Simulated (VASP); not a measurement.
# AlP (F-43m) in VASP: further runs

Runs on AlP. Level: r2SCAN. Tasks: single point.

Everything below comes from runs of VASP 6.6.1. Logs are shortened: lines on timing, memory, paths and dates and some standing lists are left out, and cuts for length are marked.

### Step 1. The cell of the first run

Symmetry: F-43m, No. 216, cubic system. The conventional cell has a = 5.369 Å, b = 5.369 Å, c = 5.369 Å, α = 90.00°, β = 90.00°, γ = 90.00°. Al (site symmetry -43m) has 4 P at 2.32 Å within 3.1 Å. P (site symmetry -43m) has 4 Al at 2.32 Å within 3.1 Å.

### Step 2. Single point, r2SCAN (strain -2.0%)

POSCAR reads:

```
AlP
1.0
    0.0000000000      2.6844720625      2.6844720625
    2.6844720625      0.0000000000      2.6844720625
    2.6844720625      2.6844720625      0.0000000000
Al P
1 1
Direct
    0.0000000000      0.0000000000      0.0000000000
    0.2500000000      0.2500000000      0.2500000000
```

INCAR.step1 reads:

```
SYSTEM = AlP
  PREC = Accurate
  ENCUT = 550
  ISMEAR = 0
  SIGMA = 0.01
  LREAL = .FALSE.
  LASPH = .TRUE.
  NELM = 120
  NBANDS = 11
  GGA = PE
  ALGO = Normal
  EDIFF = 1E-5
  LWAVE = .TRUE.
  LCHARG = .FALSE.
  GGA_COMPAT = .FALSE.
```

INCAR.step2 reads:

```
SYSTEM = AlP
  PREC = Accurate
  ENCUT = 550
  EDIFF = 1E-6
  ISMEAR = 0
  SIGMA = 0.01
  LREAL = .FALSE.
  LASPH = .TRUE.
  NELM = 120
  ALGO = Normal
  ISIF = 2
  LWAVE = .FALSE.
  LCHARG = .FALSE.
  METAGGA = R2SCAN
  LMIXTAU = .TRUE.
  NBANDS = 11
  ISTART = 1
  GGA_COMPAT = .FALSE.
```

KPOINTS reads:

```
Automatic mesh
0
G
  8 8 8
  0 0 0
```

Potentials or basis: VASP PAW PBE potentials, release 64 (Al, P).

The run is started by

```
cat potpaw_PBE.64/Al/POTCAR potpaw_PBE.64/P/POTCAR > POTCAR
cp INCAR.step1 INCAR
mpirun -np 1 vasp_std > vasp.out
cp INCAR.step2 INCAR
mpirun -np 1 vasp_std > vasp.out
```

OUTCAR:

```text
SYSTEM = AlP
   PREC = Accurate
   ENCUT = 550
   EDIFF = 1E-6
   ISMEAR = 0
   LREAL = .FALSE.
   LASPH = .TRUE.
   NELM = 120
   ISIF = 2
   METAGGA = R2SCAN
   ISTART = 1

 ion  position               nearest neighbor table
   1  0.000  0.000  0.000-   2 2.32   2 2.32   2 2.32   2 2.32
   2  0.250  0.250  0.250-   1 2.32   1 2.32   1 2.32   1 2.32

  LATTYP: Found a face centered cubic cell.
 ALAT       =     5.3689441250

  Lattice vectors:

 A1 = (   0.0000000000,   2.6844720625,   2.6844720625)
 A2 = (   2.6844720625,   0.0000000000,   2.6844720625)
 A3 = (   2.6844720625,   2.6844720625,   0.0000000000)

Analysis of symmetry for initial positions (statically):
=====================================================================
 Subroutine PRICEL returns:
 Original cell was already a primitive cell.

 Routine SETGRP: Setting up the symmetry group for a
 face centered cubic supercell.

 Subroutine GETGRP returns: Found 24 space group operations
 (whereof 24 operations were pure point group operations)
 out of a pool of 48 trial point group operations.

The static configuration has the point symmetry T_d .

Analysis of symmetry for dynamics (positions and initial velocities):
=====================================================================
 Subroutine PRICEL returns:
 Original cell was already a primitive cell.

 Routine SETGRP: Setting up the symmetry group for a
 face centered cubic supercell.

 Subroutine GETGRP returns: Found 24 space group operations
 (whereof 24 operations were pure point group operations)
 out of a pool of 48 trial point group operations.

The dynamic configuration has the point symmetry T_d .

 Subroutine INISYM returns: Found 24 space group operations
 (whereof 24 operations are pure point group operations),
 and found     1 'primitive' translations

----------------------------------------------------------------------------------------

                                     Primitive cell

  volume of cell :      38.6907

  direct lattice vectors                    reciprocal lattice vectors
     0.000000000  2.684472062  2.684472062    -0.186256362  0.186256362  0.186256362
     2.684472062  0.000000000  2.684472062     0.186256362 -0.186256362  0.186256362
     2.684472062  2.684472062  0.000000000     0.186256362  0.186256362 -0.186256362

  length of vectors
     3.796416799  3.796416799  3.796416799     0.322605482  0.322605482  0.322605482

  position of ions in fractional coordinates (direct lattice)
     0.000000000  0.000000000  0.000000000
     0.250000000  0.250000000  0.250000000

  ion indices of the primitive-cell ions
   primitive index   ion index
                 1           1
                 2           2

----------------------------------------------------------------------------------------

 KPOINTS: Automatic mesh

Automatic generation of k-mesh.
 Grid dimensions read from file:
 generate k-points for:    8    8    8

 Generating k-lattice:

  Cartesian coordinates                     Fractional coordinates (reciprocal lattice)
    -0.023282045  0.023282045  0.023282045     0.125000000  0.000000000  0.000000000
     0.023282045 -0.023282045  0.023282045     0.000000000  0.125000000  0.000000000
     0.023282045  0.023282045 -0.023282045     0.000000000  0.000000000  0.125000000

  Length of vectors
     0.040325685  0.040325685  0.040325685

  Shift w.r.t. Gamma in fractional coordinates (k-lattice)
     0.000000000  0.000000000  0.000000000

 Subroutine IBZKPT returns following result:
 ===========================================

 Found     29 irreducible k-points:

 Following reciprocal coordinates:
            Coordinates               Weight
  0.000000  0.000000  0.000000      1.000000
  0.125000  0.000000  0.000000      8.000000
  0.250000  0.000000  0.000000      8.000000
  0.375000  0.000000  0.000000      8.000000
  0.500000  0.000000  0.000000      4.000000
  0.125000  0.125000  0.000000      6.000000
[... 16 lines left out ...]
  0.500000  0.250000  0.125000     48.000000
 -0.375000  0.250000  0.125000     24.000000
 [... further k-points ...]
   k-points           NKPTS =     29   k-points in BZ     NKDIM =     29   number of bands    NBANDS=     11
   number of dos      NEDOS =    301   number of ions     NIONS =      2
   total plane-waves  NPLWV =  27000
   dimension x,y,z NGX =    30 NGY =   30 NGZ =   30
   dimension x,y,z NGXF=    60 NGYF=   60 NGZF=   60
   ions per type =               1   1
   NGX,Y,Z   is equivalent  to a cutoff of  13.14, 13.14, 13.14 a.u.
   NGXF,Y,Z  is equivalent  to a cutoff of  26.27, 26.27, 26.27 a.u.
 SYSTEM =  AlP
   PREC   = accura    normal or accurate (medium, high low for compatibility)
   ISTART =      1    job   : 0-new  1-cont  2-samecut
   ICHARG =      0    charge: 1-file 2-atom 10-const
   ISPIN  =      1    spin polarized calculation?
   LNONCOLLINEAR =      F non collinear calculations
   LSORBIT =      F    spin-orbit coupling
   LASPH  =      T    aspherical Exc in radial PAW
   ENCUT  =  550.0 eV  40.42 Ry    6.36 a.u.   7.26  7.26  7.26*2*pi/ulx,y,z
   NELM   =    120;   NELMIN=  2; NELMDL=  0     # of ELM steps
   EDIFF  = 0.1E-05   stopping-criterion for ELM
   LREAL  =      F    real-space projection
   EDIFFG = 0.1E-04   stopping-criterion for IOM
   NSW    =      0    number of steps for IOM
   IBRION =     -1    ionic relax: 0-MD 1-quasi-New 2-CG
   NFREE  =      0    steps in history (QN), initial steepest desc. (CG)
   ISIF   =      2    stress and relaxation
   ISYM   =      2    0-nonsym 1-usesym 2-fastsym
   POTIM  = 0.5000    time-step for ionic-motion
   TEBEG  =    0.0;   TEEND  =   0.0 temperature during run
   PSTRESS=    0.0 pullay stress
   NELECT =       8.0000    total number of electrons
   NUPDOWN=      -1.0000    fix difference up-down
   EMIN   =  10.00;   EMAX   =-10.00  energy-range for DOS
   EFERMI =   0.00;   METHOD = LEGACY
   ISMEAR =     0;   SIGMA  =   0.01  broadening in eV -4-tet -1-fermi 0-gaus
   EFERMI_NEDOS =   21; number of points for ismear=-14 and -15
   IALGO  =     38    algorithm
   IMIX   =      4    mixing-type and parameters
     AMIX     =   0.40;   BMIX     =  1.00
     AMIX_MAG =   1.60;   BMIX_MAG =  1.00
  volume/ion in A,a.u.               =      19.35       130.55
  Fermi-wavevector in a.u.,A,eV,Ry     =   0.968061  1.829370 12.750585  0.937142
  Thomas-Fermi vector in A             =   2.097999
   LORBIT       =      0    0 simple, 1 ext, 2 COOP (PROOUT), +10 PAW based schemes
   METAGGA = R2SCAN    functional components
   LHFCALC =     F    Hartree Fock is set to
   AEXX    =    0.0000 exact exchange contribution
   IVDW    =     0    specifies the selected vdW correction
   LEPSILON=     F    determine dielectric tensor
   LRPA    =     F    only Hartree local field effects (RPA)
 non-spin polarized calculation
 Gauss-broadening in eV      SIGMA  =   0.01
  energy-cutoff  :      550.00
  volume of cell :       38.69
 maximum number of plane-waves:      1158
 NGX is ok and might be reduce to    30
   NGX = 15   NGY = 15   NGZ = 15

 number of electron       8.0000000 magnetization

 Free energy of the ion-electron system (eV)
  ---------------------------------------------------
  ext. energy  EPLUGINS =         0.00000000
  ---------------------------------------------------
  free energy    TOTEN  =       -17.16980291 eV

  energy without entropy =      -17.16980291  energy(sigma->0) =      -17.16980291

 E-fermi :   4.9981     XC(G=0):  -9.8324

 val. band max:        4.8805068221   @ k =   0.0000   0.0000   0.0000
 cond. band min:       6.6917176657   @ k =   0.5000   0.5000   0.0000
 fundamental gap:      1.8112108435
 Fermi energy:         4.9981258385

 k-point     1 :       0.0000    0.0000    0.0000
  band No.  band energies     occupation
      1      -7.4134      2.00000
      2       4.8805      2.00000
      3       4.8805      2.00000
      4       4.8805      2.00000
      5       9.3532      0.00000
      6       9.9318      0.00000
      7       9.9318      0.00000
      8       9.9318      0.00000
      9      14.2459      0.00000
     10      14.2459      0.00000
     11      16.4838      0.00000

 k-point     2 :       0.1250    0.0000    0.0000
  band No.  band energies     occupation
      1      -7.2230      2.00000
      2       3.6449      2.00000
      3       4.7213      2.00000
      4       4.7213      2.00000
      5       9.4448      0.00000
      6      10.2426      0.00000
      7      10.2426      0.00000
      8      10.8039      0.00000
      9      13.7477      0.00000
     10      13.7477      0.00000
     11      17.0199      0.00000

 k-point     3 :       0.2500    0.0000    0.0000
  band No.  band energies     occupation
      1      -6.6856      2.00000
      2       1.5578      2.00000
      3       4.4046      2.00000
      4       4.4046      2.00000
      5       8.9441      0.00000
      6      10.5428      0.00000
      7      10.5428      0.00000
      8      12.8567      0.00000
      9      13.7799      0.00000
     10      13.7799      0.00000
     11      16.2907      0.00000

 k-point     4 :       0.3750    0.0000    0.0000
  band No.  band energies     occupation
      1      -5.9572      2.00000
      2      -0.2377      2.00000
      3       4.1510      2.00000
      4       4.1510      2.00000
      5       8.5507      0.00000
      6      10.2845      0.00000
      7      10.2845      0.00000
      8      13.9685      0.00000
      9      15.3465      0.00000
     10      15.3465      0.00000
     11      16.8002      0.00000
[... 239 lines left out ...]
 k-point    22 :       0.3750    0.2500    0.1250
  band No.  band energies     occupation
      1      -6.2294      2.00000
      2       1.2494      2.00000
      3       2.8367      2.00000
      4       3.9021      2.00000
      5       9.2044      0.00000
      6      10.3678      0.00000
      7      10.9161      0.00000
      8      12.4192      0.00000
      9      14.0612      0.00000
     10      16.6946      0.00000
     11      18.9992      0.00000

 k-point    23 :       0.5000    0.2500    0.1250
  band No.  band energies     occupation
      1      -5.5597      2.00000
      2       0.0184      2.00000
      3       2.2455      2.00000
      4       3.4806      2.00000
      5       9.2992      0.00000
      6      10.2619      0.00000
      7      11.5915      0.00000
      8      12.7210      0.00000
      9      15.2909      0.00000
     10      17.3763      0.00000
     11      18.8068      0.00000

 k-point    24 :      -0.3750    0.2500    0.1250
  band No.  band energies     occupation
      1      -5.1879      2.00000
      2      -0.6117      2.00000
      3       2.1134      2.00000
      4       3.2722      2.00000
      5       9.2856      0.00000
      6       9.9836      0.00000
      7      12.4757      0.00000
      8      13.3737      0.00000
      9      14.8246      0.00000
     10      17.3564      0.00000
     11      18.8460      0.00000

 [... further k-points ...]
[... 5 lines left out ...]
  --------------------------------------------------------------------------------------
  -------------------------------------------------------------------------------------
  Total        1.4149403      1.4149403      1.4149403     -0.0000000      0.0000000     -0.0000000
  in kB       58.5924994     58.5924994     58.5924994     -0.0000000      0.0000000     -0.0000000
  external PRESSURE =      58.5924994 kB  Pullay stress =       0.0000000 kB

 VOLUME and BASIS-vectors are now :
 -----------------------------------------------------------------------------
  energy-cutoff  :      550.00
  volume of cell :       38.69
      direct lattice vectors                 reciprocal lattice vectors
     0.000000000  2.684472062  2.684472062    -0.186256362  0.186256362  0.186256362
     2.684472062  0.000000000  2.684472062     0.186256362 -0.186256362  0.186256362
     2.684472062  2.684472062  0.000000000     0.186256362  0.186256362 -0.186256362

 POSITION                                       TOTAL-FORCE (eV/Angst)
 -----------------------------------------------------------------------------------
      0.00000      0.00000      0.00000        -0.000000     -0.000000     -0.000000
      1.34224      1.34224      1.34224         0.000000      0.000000      0.000000
 -----------------------------------------------------------------------------------
    total drift:                               -0.000000     -0.000000     -0.000000

  FREE ENERGIE OF THE ION-ELECTRON SYSTEM (eV)
  ---------------------------------------------------
  free  energy   TOTEN  =       -17.1698029100 eV

  energy  without entropy=      -17.1698029100  energy(sigma->0) =      -17.16980291
```

It took 42 s on 1 thread of AMD EPYC 9R45 (Zen 5), shared host; peak memory 0.14 GiB.

What came out:

```
Free energy            : -17.1698 eV
Pressure               : 5.9 GPa
Band gap on the k mesh : 1.81 eV, indirect (least direct gap 4.10 eV)
```

Caveat: the cell differs from its parent crystal (strain -2.0%); the PAW data sets were made with another functional, which shifts forces and pressure a little.

### Step 3. Single point, r2SCAN (strain -1.0%)

POSCAR reads:

```
AlP
1.0
    0.0000000000      2.7118646345      2.7118646345
    2.7118646345      0.0000000000      2.7118646345
    2.7118646345      2.7118646345      0.0000000000
Al P
1 1
Direct
    0.0000000000      0.0000000000      0.0000000000
    0.2500000000      0.2500000000      0.2500000000
```

INCAR.step1 reads:

```
PREC = Accurate
ENCUT = 550
ISMEAR = 0
SIGMA = 0.01
LREAL = False
LASPH = True
NELM = 120
NBANDS = 11
GGA = PE
ALGO = Normal
EDIFF = 1E-5
LWAVE = True
LCHARG = False
GGA_COMPAT = False
```

INCAR.step2 reads:

```
PREC = Accurate
ENCUT = 550
EDIFF = 1E-6
ISMEAR = 0
SIGMA = 0.01
LREAL = False
LASPH = True
NELM = 120
ALGO = Normal
ISIF = 2
LWAVE = False
LCHARG = False
METAGGA = R2SCAN
LMIXTAU = True
NBANDS = 11
ISTART = 1
GGA_COMPAT = False
```

KPOINTS reads:

```
Automatic mesh
0
Gamma
  8 8 8
```

Potentials or basis: VASP PAW PBE potentials, release 64 (Al, P).

The run is started by

```
cat potpaw_PBE.64/Al/POTCAR potpaw_PBE.64/P/POTCAR > POTCAR
cp INCAR.step1 INCAR
mpirun -np 1 vasp_std > vasp.out
cp INCAR.step2 INCAR
mpirun -np 1 vasp_std > vasp.out
```

Run time: 40 s. Hardware: 1 thread of AMD EPYC 9R45 (Zen 5), shared host; peak memory 0.14 GiB.

The run converged. Its results:

| Item | Value |
| --- | --- |
| Free energy | -17.2011 eV |
| Pressure | 2.6 GPa |
| Band gap on the k mesh | 1.87 eV, indirect (least direct gap 4.09 eV) |

Levels at points of the mesh, in eV from the valence-band top:
```
           k point  band 1  band 2  band 3  band 4  band 5  band 6  band 7  band 8  band 9
(0.00, 0.00, 0.00)  -12.11    0.00    0.00    0.00    4.19    5.01    5.01    5.01    9.33
(0.50, 0.00, 0.00)  -10.31   -5.76   -0.80   -0.80    3.41    5.23    5.23    9.02   12.24
(0.50, 0.50, 0.00)   -9.60   -5.50   -2.22   -2.22    1.87    2.84   12.18   12.18   12.85
```

Caveat: the cell differs from its parent crystal (strain -1.0%); the PAW data sets were made with another functional, which shifts forces and pressure a little. A k mesh can miss the band edges.

(Part 1 of 2 ends here.)
